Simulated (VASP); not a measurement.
# AlNi (P4mm) in VASP: further runs

The runs below take AlNi through single point, with PBE.

All numbers are computed with VASP 6.6.1; they aren't measurements. Logs are shortened: lines on timing, memory, paths and dates and some standing lists are left out, and cuts for length are marked.

**1. The cell of the first run**

The structure is tetragonal, space group P4mm (No. 99). The conventional cell has a = 2.893 Å, b = 2.893 Å, c = 8.529 Å, α = 90.00°, β = 90.00°, γ = 90.00°. Al (site symmetry 4mm) has 8 Ni at 2.42 to 2.51 Å and 6 Al at 2.74 to 2.89 Å within 3.2 Å. Al (site symmetry 4mm) has 8 Ni at 2.51 Å and 6 Al at 2.74 to 2.89 Å within 3.3 Å. Al (site symmetry 4mm) has 8 Ni at 2.51 Å and 6 Al at 2.89 Å within 3.3 Å. Ni (site symmetry 4mm) has 8 Al at 2.42 to 2.51 Å and 6 Ni at 2.74 to 2.89 Å within 3.2 Å. Ni (site symmetry 4mm) has 8 Al at 2.51 Å and 6 Ni at 2.89 Å within 3.3 Å. Within 3.3 Å of Ni (site symmetry 4mm) lie 8 Al at 2.51 Å and 6 Ni at 2.74 to 2.89 Å.

**2. Single point, PBE (the distance across one plane changed)**

INCAR reads:

```
PREC = Accurate
ENCUT = 520
EDIFF = 1E-6
ISMEAR = 0
SIGMA = 0.15
LREAL = F
LASPH = T
NELM = 80
ALGO = Fast
ISIF = 2
LWAVE = F
LCHARG = F
GGA = PE
NBANDS = 28
```

KPOINTS reads:

```
regular mesh
0
Gamma
  20 20 7
```

POSCAR reads:

```
AlNi
1.0
    0.0000000000     -2.8930835280      0.0000000000
    0.0000000000      0.0000000000     -2.8930835280
    8.5292505841      0.0000000000      0.0000000000
Al Ni
3 3
Direct
    0.0000000000      1.0000000000      0.9327707012
    0.0000000000      1.0000000000      0.2543796750
    0.0000000000      1.0000000000      0.5935751881
    0.5000000000      0.5000000000      0.0847819185
    0.5000000000      0.5000000000      0.4239774316
    0.5000000000      0.5000000000      0.7631729446
```

Potentials or basis: VASP PAW PBE potentials, release 64 (Al, Ni).

Command:

```sh
cat potpaw_PBE.64/Al/POTCAR potpaw_PBE.64/Ni/POTCAR > POTCAR
mpirun -np 1 vasp_std > vasp.out
```

OUTCAR:

```text
PREC = Accurate
   ENCUT = 520
   EDIFF = 1E-6
   ISMEAR = 0
   LREAL = F
   LASPH = T
   NELM = 80
   ISIF = 2
   GGA = PE

 ion  position               nearest neighbor table
   1  0.000  0.000  0.933-   4 2.42   4 2.42   4 2.42   4 2.42   6 2.51   6 2.51   6 2.51   6 2.51
                             2 2.74   3 2.89
   2  0.000  0.000  0.254-   4 2.51   4 2.51   4 2.51   4 2.51   5 2.51   5 2.51   5 2.51   5 2.51
                             1 2.74   3 2.89
   3  0.000  0.000  0.594-   5 2.51   5 2.51   5 2.51   5 2.51   6 2.51   6 2.51   6 2.51   6 2.51
                             2 2.89   1 2.89
   4  0.500  0.500  0.085-   1 2.42   1 2.42   1 2.42   1 2.42   2 2.51   2 2.51   2 2.51   2 2.51
                             6 2.74   5 2.89
   5  0.500  0.500  0.424-   3 2.51   3 2.51   3 2.51   3 2.51   2 2.51   2 2.51   2 2.51   2 2.51
                             6 2.89   4 2.89
   6  0.500  0.500  0.763-   3 2.51   3 2.51   3 2.51   3 2.51   1 2.51   1 2.51   1 2.51   1 2.51
                             4 2.74   5 2.89

  LATTYP: Found a simple tetragonal cell.
 ALAT       =     2.8930835280
 C/A-ratio  =     2.9481522056

  Lattice vectors:

 A1 = (   0.0000000000,  -2.8930835280,   0.0000000000)
 A2 = (   0.0000000000,   0.0000000000,  -2.8930835280)
 A3 = (   8.5292505841,   0.0000000000,   0.0000000000)

Analysis of symmetry for initial positions (statically):
=====================================================================
 Subroutine PRICEL returns:
 Original cell was already a primitive cell.

 Routine SETGRP: Setting up the symmetry group for a
 simple tetragonal supercell.

 Subroutine GETGRP returns: Found  8 space group operations
 (whereof  8 operations were pure point group operations)
 out of a pool of 16 trial point group operations.

The static configuration has the point symmetry C_4v.

Analysis of symmetry for dynamics (positions and initial velocities):
=====================================================================
 Subroutine PRICEL returns:
 Original cell was already a primitive cell.

 Routine SETGRP: Setting up the symmetry group for a
 simple tetragonal supercell.

 Subroutine GETGRP returns: Found  8 space group operations
 (whereof  8 operations were pure point group operations)
 out of a pool of 16 trial point group operations.

The dynamic configuration has the point symmetry C_4v.

 Subroutine INISYM returns: Found  8 space group operations
 (whereof  8 operations are pure point group operations),
 and found     1 'primitive' translations

----------------------------------------------------------------------------------------
[... 108 lines left out ...]
   ISYM   =      2    0-nonsym 1-usesym 2-fastsym
   POTIM  = 0.5000    time-step for ionic-motion
   TEBEG  =    0.0;   TEEND  =   0.0 temperature during run
   PSTRESS=    0.0 pullay stress
   NELECT =      39.0000    total number of electrons
   NUPDOWN=      -1.0000    fix difference up-down
   EMIN   =  10.00;   EMAX   =-10.00  energy-range for DOS
   EFERMI =   0.00;   METHOD = LEGACY
   ISMEAR =     0;   SIGMA  =   0.15  broadening in eV -4-tet -1-fermi 0-gaus
   EFERMI_NEDOS =   21; number of points for ismear=-14 and -15
   IALGO  =     68    algorithm
   IMIX   =      4    mixing-type and parameters
     AMIX     =   0.40;   BMIX     =  1.00
     AMIX_MAG =   1.60;   BMIX_MAG =  1.00
  volume/ion in A,a.u.               =      11.90        80.29
  Fermi-wavevector in a.u.,A,eV,Ry     =   1.338296  2.529012 24.368517  1.791035
  Thomas-Fermi vector in A             =   2.466777
   LORBIT       =      0    0 simple, 1 ext, 2 COOP (PROOUT), +10 PAW based schemes
   GGA     = PE    functional components
   LHFCALC =     F    Hartree Fock is set to
   AEXX    =    0.0000 exact exchange contribution
   IVDW    =     0    specifies the selected vdW correction
   LEPSILON=     F    determine dielectric tensor
   LRPA    =     F    only Hartree local field effects (RPA)
 non-spin polarized calculation
 RMM-DIIS sequential band-by-band and
 Gauss-broadening in eV      SIGMA  =   0.15
  energy-cutoff  :      520.00
  volume of cell :       71.39
 maximum number of plane-waves:      1947
 NGX is ok and might be reduce to    24
   NGX = 11   NGY = 11   NGZ = 31

 number of electron      39.0000026 magnetization

 Free energy of the ion-electron system (eV)
  ---------------------------------------------------
  ext. energy  EPLUGINS =         0.00000000
  ---------------------------------------------------
  free energy    TOTEN  =       -31.56370775 eV

  energy without entropy =      -31.53693195  energy(sigma->0) =      -31.55031985

 E-fermi :  10.0864     XC(G=0): -12.0702

 val. band max:       10.0805186337   @ k =   0.3500   0.2000   0.2857
 cond. band min:      10.0873407943   @ k =   0.3500   0.0500   0.2857
 fundamental gap:      0.0068221606
 Fermi energy:        10.0864129146

 k-point     1 :       0.0000    0.0000    0.0000
  band No.  band energies     occupation
      1      -1.0978      2.00000
      2       0.8859      2.00000
      3       1.0455      2.00000
      4       5.7202      2.00000
      5       5.8631      2.00000
      6       6.7869      2.00000
[... 733 lines left out ...]
     27      17.2141      0.00000
     28      19.1142      0.00000

 [... further k-points ...]

------------------------ aborting loop because EDIFF is reached ----------------------------------------

  FORCE on cell =-STRESS in cart. coord.  units (eV):
  Direction    XX          YY          ZZ          XY          YZ          ZX
  --------------------------------------------------------------------------------------
  -------------------------------------------------------------------------------------
  Total        1.9468231      1.1840698      1.1840698      0.0000000      0.0000000      0.0000000
  in kB       43.6922354     26.5738859     26.5738859      0.0000000      0.0000000      0.0000000
  external PRESSURE =      32.2800024 kB  Pullay stress =       0.0000000 kB

 VOLUME and BASIS-vectors are now :
 -----------------------------------------------------------------------------
  energy-cutoff  :      520.00
  volume of cell :       71.39
      direct lattice vectors                 reciprocal lattice vectors
     0.000000000 -2.893083528  0.000000000     0.000000000 -0.345651963  0.000000000
     0.000000000  0.000000000 -2.893083528     0.000000000  0.000000000 -0.345651963
     8.529250584  0.000000000  0.000000000     0.117243595  0.000000000  0.000000000

 POSITION                                       TOTAL-FORCE (eV/Angst)
 -----------------------------------------------------------------------------------
      7.95584      0.00000      0.00000        -0.823762      0.000000     -0.000000
      2.16967      0.00000      0.00000         0.352529      0.000000     -0.000000
      5.06275      0.00000      0.00000        -0.022135      0.000000     -0.000000
      0.72313     -1.44654     -1.44654         0.594177      0.000000      0.000000
      3.61621     -1.44654     -1.44654         0.024564      0.000000     -0.000000
      6.50929     -1.44654     -1.44654        -0.125374     -0.000000     -0.000000
 -----------------------------------------------------------------------------------
    total drift:                               -0.000436     -0.000000      0.000000

  FREE ENERGIE OF THE ION-ELECTRON SYSTEM (eV)
  ---------------------------------------------------
  free  energy   TOTEN  =       -31.5637077453 eV

  energy  without entropy=      -31.5369319493  energy(sigma->0) =      -31.55031985
```

OSZICAR:

```text
N       E                     dE             d eps       ncg     rms          rms(c)
DAV:   1     0.220667959121E+03    0.22067E+03   -0.16412E+04 14784   0.158E+03
DAV:   2    -0.228469343637E+02   -0.24351E+03   -0.23317E+03 14796   0.318E+02
DAV:   3    -0.356290580341E+02   -0.12782E+02   -0.12402E+02 16780   0.927E+01
DAV:   4    -0.359011662304E+02   -0.27211E+00   -0.27128E+00 17760   0.124E+01
DAV:   5    -0.359095530412E+02   -0.83868E-02   -0.83858E-02 17512   0.207E+00    0.208E+01
RMM:   6    -0.414155421841E+02   -0.55060E+01   -0.85937E+01 16378   0.946E+01    0.299E+01
RMM:   7    -0.317549505979E+02    0.96606E+01   -0.23491E+01 14814   0.532E+01    0.278E+00
RMM:   8    -0.316381954922E+02    0.11676E+00   -0.13993E+00 15226   0.108E+01    0.298E+00
RMM:   9    -0.316076251658E+02    0.30570E-01   -0.19125E-01 16380   0.408E+00    0.195E+00
RMM:  10    -0.315695327150E+02    0.38092E-01   -0.65072E-02 15892   0.199E+00    0.891E-01
RMM:  11    -0.315663064605E+02    0.32263E-02   -0.17396E-02 16953   0.128E+00    0.670E-01
RMM:  12    -0.315638282870E+02    0.24782E-02   -0.65972E-03 17347   0.825E-01    0.315E-01
RMM:  13    -0.315637522598E+02    0.76027E-04   -0.13859E-03 18139   0.283E-01    0.863E-02
RMM:  14    -0.315636887509E+02    0.63509E-04   -0.45239E-04 17102   0.193E-01    0.298E-02
RMM:  15    -0.315637057828E+02   -0.17032E-04   -0.19563E-04 21988   0.771E-02    0.258E-02
RMM:  16    -0.315637074499E+02   -0.16671E-05   -0.16129E-05 18304   0.219E-02    0.343E-02
RMM:  17    -0.315637077453E+02   -0.29547E-06   -0.20297E-06 11085   0.974E-03
   1 F= -.31563708E+02 E0= -.31550320E+02  d E =-.267758E-01
```

It took 7.6 min on 1 thread of Oxide Virtual Turin-like, shared host; peak memory 0.47 GiB.

Results:

| Property | Result |
| --- | --- |
| Free energy | -31.5637 eV |
| Pressure | 3.2 GPa |
| Largest force | 0.824 eV/Å |
| Band gap on the k mesh | zero (an odd number of electrons rules out a gap without spin polarisation) |

Forces in eV/Å, atoms in the order of the input:
```
Al  -0.824  0.000  0.000
Al   0.353  0.000  0.000
Al  -0.022  0.000  0.000
Ni   0.594  0.000  0.000
Ni   0.025  0.000  0.000
Ni  -0.125  0.000  0.000
```

Caveat: the cell differs from its parent crystal (the distance across one plane changed); the cell stands under pressure.

**3. Single point, PBE (the distance across one plane changed)**

INCAR reads:

```
SYSTEM = AlNi
ALGO = Fast
EDIFF = 1E-6
ENCUT = 520
GGA = PE
ISIF = 2
ISMEAR = 0
LASPH = .True.
LCHARG = .False.
LREAL = .False.
LWAVE = .False.
NBANDS = 28
NELM = 100
PREC = Accurate
SIGMA = 0.15
```

KPOINTS reads:

```
k-points
0
Gamma
  20 20 7
  0 0 0
```

POSCAR reads:

```
AlNi
1.0
    0.0000000000     -2.8930835280      0.0000000000
    0.0000000000      0.0000000000     -2.8930835280
    8.9292505841      0.0000000000      0.0000000000
Al Ni
3 3
Direct
    0.0000000000      1.0000000000      0.8909857522
    0.0000000000      1.0000000000      0.2429843324
    0.0000000000      1.0000000000      0.5669850423
    0.5000000000      0.5000000000      0.0809839774
    0.5000000000      0.5000000000      0.4049846873
    0.5000000000      0.5000000000      0.7289853972
```

Potentials or basis: VASP PAW PBE potentials, release 64 (Al, Ni).

Command:

```sh
cat potpaw_PBE.64/Al/POTCAR potpaw_PBE.64/Ni/POTCAR > POTCAR
mpirun -np 1 vasp_std > vasp.out
```

OUTCAR:

```text
SYSTEM = AlNi
   EDIFF = 1E-6
   ENCUT = 520
   GGA = PE
   ISIF = 2
   ISMEAR = 0
   LASPH = .True.
   LREAL = .False.
   NELM = 100
   PREC = Accurate

 ion  position               nearest neighbor table
   1  0.000  0.000  0.891-   6 2.51   6 2.51   6 2.51   6 2.51   4 2.66   4 2.66   4 2.66   4 2.66
                             3 2.89   2 3.14
   2  0.000  0.000  0.243-   5 2.51   5 2.51   5 2.51   5 2.51   4 2.51   4 2.51   4 2.51   4 2.51
                             3 2.89   1 3.14
   3  0.000  0.000  0.567-   6 2.51   6 2.51   6 2.51   6 2.51   5 2.51   5 2.51   5 2.51   5 2.51
                             2 2.89   1 2.89
[... 960 lines left out ...]
  Total       -2.1031607     -1.3843500     -1.3843500      0.0000000      0.0000000      0.0000000
  in kB      -45.0864539    -29.6769691    -29.6769691      0.0000000      0.0000000      0.0000000
  external PRESSURE =     -34.8134641 kB  Pullay stress =       0.0000000 kB

 VOLUME and BASIS-vectors are now :
 -----------------------------------------------------------------------------
  energy-cutoff  :      520.00
  volume of cell :       74.74
      direct lattice vectors                 reciprocal lattice vectors
     0.000000000 -2.893083528  0.000000000     0.000000000 -0.345651963  0.000000000
     0.000000000  0.000000000 -2.893083528     0.000000000  0.000000000 -0.345651963
     8.929250584  0.000000000  0.000000000     0.111991481  0.000000000  0.000000000

 POSITION                                       TOTAL-FORCE (eV/Angst)
 -----------------------------------------------------------------------------------
      7.95584      0.00000      0.00000         0.842337      0.000000      0.000000
      2.16967      0.00000      0.00000        -0.333028      0.000000      0.000000
      5.06275      0.00000      0.00000         0.012257      0.000000      0.000000
      0.72313     -1.44654     -1.44654        -0.552998      0.000000      0.000000
      3.61621     -1.44654     -1.44654        -0.005337     -0.000000      0.000000
      6.50929     -1.44654     -1.44654         0.036770      0.000000     -0.000000
 -----------------------------------------------------------------------------------
    total drift:                                0.000006     -0.000000      0.000000

  FREE ENERGIE OF THE ION-ELECTRON SYSTEM (eV)
  ---------------------------------------------------
  free  energy   TOTEN  =       -31.5049209005 eV

  energy  without entropy=      -31.4766886716  energy(sigma->0) =      -31.49080479
```

OSZICAR:

```text
N       E                     dE             d eps       ncg     rms          rms(c)
DAV:   1     0.217034811528E+03    0.21703E+03   -0.16501E+04 14784   0.157E+03
DAV:   2    -0.230544424566E+02   -0.24009E+03   -0.22977E+03 14788   0.313E+02
DAV:   3    -0.354624281708E+02   -0.12408E+02   -0.12050E+02 16908   0.911E+01
DAV:   4    -0.357272551059E+02   -0.26483E+00   -0.26396E+00 17776   0.121E+01
DAV:   5    -0.357355854442E+02   -0.83303E-02   -0.83294E-02 17428   0.205E+00    0.205E+01
RMM:   6    -0.425579215508E+02   -0.68223E+01   -0.90689E+01 16565   0.968E+01    0.321E+01
RMM:   7    -0.319745832353E+02    0.10583E+02   -0.23387E+01 14819   0.532E+01    0.495E+00
RMM:   8    -0.322424358098E+02   -0.26785E+00   -0.27409E+00 15348   0.124E+01    0.107E+01
RMM:   9    -0.315601883366E+02    0.68225E+00   -0.77303E-01 15501   0.937E+00    0.198E+00
RMM:  10    -0.315318796161E+02    0.28309E-01   -0.12480E-01 16162   0.227E+00    0.190E+00
RMM:  11    -0.315098285021E+02    0.22051E-01   -0.56118E-02 16292   0.244E+00    0.857E-01
RMM:  12    -0.315050135066E+02    0.48150E-02   -0.10657E-02 17372   0.109E+00    0.399E-01
RMM:  13    -0.315050208177E+02   -0.73111E-05   -0.15455E-03 17967   0.239E-01    0.141E-01
RMM:  14    -0.315049160644E+02    0.10475E-03   -0.46657E-04 17315   0.204E-01    0.569E-02
RMM:  15    -0.315049149227E+02    0.11416E-05   -0.20710E-04 20440   0.916E-02    0.176E-02
RMM:  16    -0.315049193522E+02   -0.44294E-05   -0.40121E-05 19032   0.332E-02    0.128E-02
RMM:  17    -0.315049207381E+02   -0.13859E-05   -0.64077E-06 14695   0.183E-02    0.590E-03
RMM:  18    -0.315049209005E+02   -0.16244E-06   -0.17687E-06 10322   0.970E-03
   1 F= -.31504921E+02 E0= -.31490805E+02  d E =-.282322E-01
```

stdout:

```text
POSCAR found type information on POSCAR AlNi
 POSCAR found :  2 types and       6 ions
 scaLAPACK will be used
 LDA part: xc-table for (Slater+PW92), standard interpolation
 POSCAR, INCAR and KPOINTS ok, starting setup
 FFT: planning ... GRIDC
 FFT: planning ... GRID_SOFT
 FFT: planning ... GRID
 WAVECAR not read
 entering main loop
```

It took 7.1 min on 1 thread of Oxide Virtual Turin-like, shared host; peak memory 0.5 GiB.

What came out:

```
Free energy            : -31.5049 eV
Pressure               : -3.5 GPa
Largest force          : 0.842 eV/Å
Band gap on the k mesh : zero (an odd number of electrons rules out a gap without spin polarisation)
```

Forces in eV/Å, atoms in the order of the input:
```
Al   0.842  0.000  0.000
Al  -0.333  0.000  0.000
Al   0.012  0.000  0.000
Ni  -0.553  0.000  0.000
Ni  -0.005  0.000  0.000
Ni   0.037  0.000  0.000
```

Stress tensor (GPa, compression positive):
```
-4.51  0.00  0.00
 0.00 -2.97  0.00
 0.00  0.00 -2.97
```

Caveat: the cell differs from its parent crystal (the distance across one plane changed); the cell stands under tension. Spin polarisation is off, so any magnetic state and its effect on volume and gap are missing.
